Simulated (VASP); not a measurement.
# GaN (F-43m) in VASP: single point with PBEsol

Aim: the single point of GaN with PBEsol.

All numbers are computed with VASP 6.6.1; they aren't measurements. Logs are shortened: lines on timing, memory, paths and dates and some standing lists are left out, and cuts for length are marked.

## (1) The cell of the first run

Symmetry: F-43m, No. 216, cubic system. Conventional cell: a = 5.104 Å, b = 5.104 Å, c = 5.104 Å, α = 90.00°, β = 90.00°, γ = 90.00°. Within 2.9 Å of Ga (site symmetry -43m) lie 4 N at 2.21 Å. N (site symmetry -43m) has 4 Ga at 2.21 Å within 2.9 Å.

## (2) Single point, PBEsol (Sb replaced by N, lengths x 0.844, strained)

INCAR

```
PREC     = Accurate       # precision mode
ENCUT    = 520            # plane-wave cutoff, eV
EDIFF    = 1E-7           # SCF threshold, eV
ISMEAR   = 0              # smearing method
SIGMA    = 0.1            # smearing width, eV
LREAL    = False          # projectors in reciprocal space
LASPH    = True           # aspherical terms in the spheres
NELM     = 60             # most SCF steps
ALGO     = Normal         # electronic algorithm
ISIF     = 2              # what is computed and relaxed
LWAVE    = False          # write WAVECAR
LCHARG   = False          # write CHGCAR
GGA      = PS             # functional
NBANDS   = 16             # bands
```

KPOINTS

```
Automatic mesh
0
Gamma
  14 14 14
```

POSCAR

```
GaN
1.0
    0.0000000000      2.5518547893      2.5518547893
    2.5518547893      0.0000000000      2.5518547893
    2.5518547893      2.5518547893      0.0000000000
Ga N
1 1
Direct
    0.0000000000      0.0000000000      0.0000000000
    0.7500000000      0.7500000000      0.7500000000
```

Potentials or basis: VASP PAW PBE potentials, release 64 (Ga_d, N).

The run is started by

```console
$ cat potpaw_PBE.64/Ga_d/POTCAR potpaw_PBE.64/N/POTCAR > POTCAR
$ mpirun -np 1 vasp_std > vasp.out
```

OUTCAR:

```text
PREC = Accurate
   ENCUT = 520
   EDIFF = 1E-7
   ISMEAR = 0
   LREAL = False
   LASPH = True
   NELM = 60
   ISIF = 2
   GGA = PS

 ion  position               nearest neighbor table
   1  0.000  0.000  0.000-   2 2.21   2 2.21   2 2.21   2 2.21
   2  0.750  0.750  0.750-   1 2.21   1 2.21   1 2.21   1 2.21

  LATTYP: Found a face centered cubic cell.
 ALAT       =     5.1037095786

  Lattice vectors:

 A1 = (   0.0000000000,   2.5518547893,   2.5518547893)
 A2 = (   2.5518547893,   0.0000000000,   2.5518547893)
 A3 = (   2.5518547893,   2.5518547893,   0.0000000000)

Analysis of symmetry for initial positions (statically):
=====================================================================
 Subroutine PRICEL returns:
 Original cell was already a primitive cell.

 Routine SETGRP: Setting up the symmetry group for a
 face centered cubic supercell.

 Subroutine GETGRP returns: Found 24 space group operations
 (whereof 24 operations were pure point group operations)
 out of a pool of 48 trial point group operations.

The static configuration has the point symmetry T_d .

Analysis of symmetry for dynamics (positions and initial velocities):
=====================================================================
 Subroutine PRICEL returns:
 Original cell was already a primitive cell.

 Routine SETGRP: Setting up the symmetry group for a
 face centered cubic supercell.

 Subroutine GETGRP returns: Found 24 space group operations
 (whereof 24 operations were pure point group operations)
 out of a pool of 48 trial point group operations.

The dynamic configuration has the point symmetry T_d .

 Subroutine INISYM returns: Found 24 space group operations
 (whereof 24 operations are pure point group operations),
 and found     1 'primitive' translations

----------------------------------------------------------------------------------------

                                     Primitive cell

  volume of cell :      33.2352

  direct lattice vectors                    reciprocal lattice vectors
     0.000000000  2.551854789  2.551854789    -0.195935914  0.195935914  0.195935914
     2.551854789  0.000000000  2.551854789     0.195935914 -0.195935914  0.195935914
     2.551854789  2.551854789  0.000000000     0.195935914  0.195935914 -0.195935914

  length of vectors
     3.608867652  3.608867652  3.608867652     0.339370958  0.339370958  0.339370958

  position of ions in fractional coordinates (direct lattice)
     0.000000000  0.000000000  0.000000000
     0.750000000  0.750000000  0.750000000

  ion indices of the primitive-cell ions
   primitive index   ion index
                 1           1
                 2           2

----------------------------------------------------------------------------------------

 KPOINTS: Automatic mesh

Automatic generation of k-mesh.
 Grid dimensions read from file:
 generate k-points for:   14   14   14

 Generating k-lattice:

  Cartesian coordinates                     Fractional coordinates (reciprocal lattice)
    -0.013995422  0.013995422  0.013995422     0.071428571  0.000000000  0.000000000
     0.013995422 -0.013995422  0.013995422     0.000000000  0.071428571  0.000000000
     0.013995422  0.013995422 -0.013995422     0.000000000  0.000000000  0.071428571

  Length of vectors
     0.024240783  0.024240783  0.024240783

  Shift w.r.t. Gamma in fractional coordinates (k-lattice)
     0.000000000  0.000000000  0.000000000

 Subroutine IBZKPT returns following result:
 ===========================================

 Found    104 irreducible k-points:

 Following reciprocal coordinates:
            Coordinates               Weight
  0.000000  0.000000  0.000000      1.000000
  0.071429  0.000000  0.000000      8.000000
  0.142857  0.000000  0.000000      8.000000
  0.214286  0.000000  0.000000      8.000000
  0.285714  0.000000  0.000000      8.000000
  0.357143  0.000000  0.000000      8.000000
[... 16 lines left out ...]
  0.214286  0.142857  0.000000     24.000000
  0.285714  0.142857  0.000000     24.000000
 [... further k-points ...]
   k-points           NKPTS =    104   k-points in BZ     NKDIM =    104   number of bands    NBANDS=     16
   number of dos      NEDOS =    301   number of ions     NIONS =      2
   total plane-waves  NPLWV =  21952
   dimension x,y,z NGX =    28 NGY =   28 NGZ =   28
   dimension x,y,z NGXF=    56 NGYF=   56 NGZF=   56
   ions per type =               1   1
   NGX,Y,Z   is equivalent  to a cutoff of  12.90, 12.90, 12.90 a.u.
   NGXF,Y,Z  is equivalent  to a cutoff of  25.80, 25.80, 25.80 a.u.
 SYSTEM =  unknown system
   PREC   = accura    normal or accurate (medium, high low for compatibility)
   ISTART =      0    job   : 0-new  1-cont  2-samecut
   ICHARG =      2    charge: 1-file 2-atom 10-const
   ISPIN  =      1    spin polarized calculation?
   LNONCOLLINEAR =      F non collinear calculations
   LSORBIT =      F    spin-orbit coupling
   LASPH  =      T    aspherical Exc in radial PAW
   ENCUT  =  520.0 eV  38.22 Ry    6.18 a.u.   6.71  6.71  6.71*2*pi/ulx,y,z
   NELM   =     60;   NELMIN=  2; NELMDL= -5     # of ELM steps
   EDIFF  = 0.1E-06   stopping-criterion for ELM
   LREAL  =      F    real-space projection
   EDIFFG = 0.1E-05   stopping-criterion for IOM
   NSW    =      0    number of steps for IOM
   IBRION =     -1    ionic relax: 0-MD 1-quasi-New 2-CG
   NFREE  =      0    steps in history (QN), initial steepest desc. (CG)
   ISIF   =      2    stress and relaxation
   ISYM   =      2    0-nonsym 1-usesym 2-fastsym
   POTIM  = 0.5000    time-step for ionic-motion
   TEBEG  =    0.0;   TEEND  =   0.0 temperature during run
   PSTRESS=    0.0 pullay stress
   NELECT =      18.0000    total number of electrons
   NUPDOWN=      -1.0000    fix difference up-down
   EMIN   =  10.00;   EMAX   =-10.00  energy-range for DOS
   EFERMI =   0.00;   METHOD = LEGACY
   ISMEAR =     0;   SIGMA  =   0.10  broadening in eV -4-tet -1-fermi 0-gaus
   EFERMI_NEDOS =   21; number of points for ismear=-14 and -15
   IALGO  =     38    algorithm
   IMIX   =      4    mixing-type and parameters
     AMIX     =   0.40;   BMIX     =  1.00
     AMIX_MAG =   1.60;   BMIX_MAG =  1.00
  volume/ion in A,a.u.               =      16.62       112.14
  Fermi-wavevector in a.u.,A,eV,Ry     =   1.334442  2.521730 24.228378  1.780736
  Thomas-Fermi vector in A             =   2.463223
   LORBIT       =      0    0 simple, 1 ext, 2 COOP (PROOUT), +10 PAW based schemes
   GGA     = PS    functional components
   LHFCALC =     F    Hartree Fock is set to
   AEXX    =    0.0000 exact exchange contribution
   IVDW    =     0    specifies the selected vdW correction
   LEPSILON=     F    determine dielectric tensor
   LRPA    =     F    only Hartree local field effects (RPA)
 non-spin polarized calculation
 Gauss-broadening in eV      SIGMA  =   0.10
  energy-cutoff  :      520.00
  volume of cell :       33.24
 maximum number of plane-waves:       934
   NGX = 13   NGY = 13   NGZ = 13

 number of electron      17.9999992 magnetization

 Free energy of the ion-electron system (eV)
  ---------------------------------------------------
  ext. energy  EPLUGINS =         0.00000000
  ---------------------------------------------------
  free energy    TOTEN  =       -11.72010934 eV

  energy without entropy =      -11.71999117  energy(sigma->0) =      -11.72005026

 E-fermi :   1.9093     XC(G=0): -10.0349

 val. band max:        1.8075252936   @ k =   0.0000   0.0000   0.0000
 cond. band min:       2.3665102508   @ k =   0.0714   0.0000   0.0000
 fundamental gap:      0.5589849572
 Fermi energy:         1.9093189676

 k-point     1 :       0.0000    0.0000    0.0000
  band No.  band energies     occupation
      1     -11.6751      2.00000
      2     -11.6751      2.00000
      3     -11.6751      2.00000
      4     -11.5897      2.00000
      5     -11.5839      2.00000
      6     -11.5839      2.00000
[... 8 lines left out ...]
     15      17.8276      0.00000
     16      17.8276      0.00000

 k-point     2 :       0.0714    0.0000    0.0000
  band No.  band energies     occupation
      1     -11.7673      2.00000
      2     -11.6728      2.00000
      3     -11.6728      2.00000
      4     -11.5840      2.00000
      5     -11.5840      2.00000
      6     -11.4504      2.00000
[... 8 lines left out ...]
     15      17.1265      0.00000
     16      17.1265      0.00000

 k-point     3 :       0.1429    0.0000    0.0000
  band No.  band energies     occupation
      1     -11.8589      2.00000
      2     -11.6670      2.00000
      3     -11.6670      2.00000
      4     -11.5840      2.00000
      5     -11.5840      2.00000
      6     -11.2209      2.00000
[... 8 lines left out ...]
     15      16.4599      0.00000
     16      16.4599      0.00000

 k-point     4 :       0.2143    0.0000    0.0000
  band No.  band energies     occupation
      1     -11.9285      2.00000
      2     -11.6598      2.00000
      3     -11.6598      2.00000
      4     -11.5827      2.00000
      5     -11.5827      2.00000
      6     -10.9349      2.00000
[... 8 lines left out ...]
     15      16.1498      0.00000
     16      16.1498      0.00000
[... 324 lines left out ...]
 k-point    22 :       0.1429    0.1429    0.0000
  band No.  band energies     occupation
      1     -11.8850      2.00000
      2     -11.6588      2.00000
      3     -11.6588      2.00000
      4     -11.5929      2.00000
      5     -11.5790      2.00000
      6     -11.1409      2.00000
[... 8 lines left out ...]
     15      16.5425      0.00000
     16      18.8533      0.00000

 k-point    23 :       0.2143    0.1429    0.0000
  band No.  band energies     occupation
      1     -11.9308      2.00000
      2     -11.6521      2.00000
      3     -11.6505      2.00000
      4     -11.5962      2.00000
      5     -11.5766      2.00000
      6     -10.9369      2.00000
[... 8 lines left out ...]
     15      17.1475      0.00000
     16      18.3295      0.00000

 k-point    24 :       0.2857    0.1429    0.0000
  band No.  band energies     occupation
      1     -11.9744      2.00000
      2     -11.6475      2.00000
      3     -11.6429      2.00000
      4     -11.5969      2.00000
      5     -11.5734      2.00000
      6     -10.6646      2.00000
[... 8 lines left out ...]
     15      17.1792      0.00000
     16      18.0746      0.00000

 [... further k-points ...]
[... 5 lines left out ...]
  --------------------------------------------------------------------------------------
  -------------------------------------------------------------------------------------
  Total       -6.2089332     -6.2089332     -6.2089332      0.0000000      0.0000000      0.0000000
  in kB     -299.3158422   -299.3158422   -299.3158422      0.0000000      0.0000000      0.0000000
  external PRESSURE =    -299.3158422 kB  Pullay stress =       0.0000000 kB

 VOLUME and BASIS-vectors are now :
 -----------------------------------------------------------------------------
  energy-cutoff  :      520.00
  volume of cell :       33.24
      direct lattice vectors                 reciprocal lattice vectors
     0.000000000  2.551854789  2.551854789    -0.195935914  0.195935914  0.195935914
     2.551854789  0.000000000  2.551854789     0.195935914 -0.195935914  0.195935914
     2.551854789  2.551854789  0.000000000     0.195935914  0.195935914 -0.195935914

 POSITION                                       TOTAL-FORCE (eV/Angst)
 -----------------------------------------------------------------------------------
      0.00000      0.00000      0.00000        -0.000000     -0.000000     -0.000000
      3.82778      3.82778      3.82778         0.000000      0.000000      0.000000
 -----------------------------------------------------------------------------------
    total drift:                               -0.000001     -0.000001     -0.000001

  FREE ENERGIE OF THE ION-ELECTRON SYSTEM (eV)
  ---------------------------------------------------
  free  energy   TOTEN  =       -11.7201093430 eV

  energy  without entropy=      -11.7199911742  energy(sigma->0) =      -11.72005026
```

It took 2 min on 1 thread of AMD EPYC 7R13, shared host; peak memory 0.17 GiB.

What came out:

```yaml
Free_energy: -11.7201 eV
Pressure: -29.9 GPa
Band_gap_on_the_k_mesh: zero (filled and empty bands touch)
```

Caveat: the cell differs from its parent crystal (Sb replaced by N, lengths x 0.844, strained); the PAW data sets were made with another functional, which shifts forces and pressure a little.
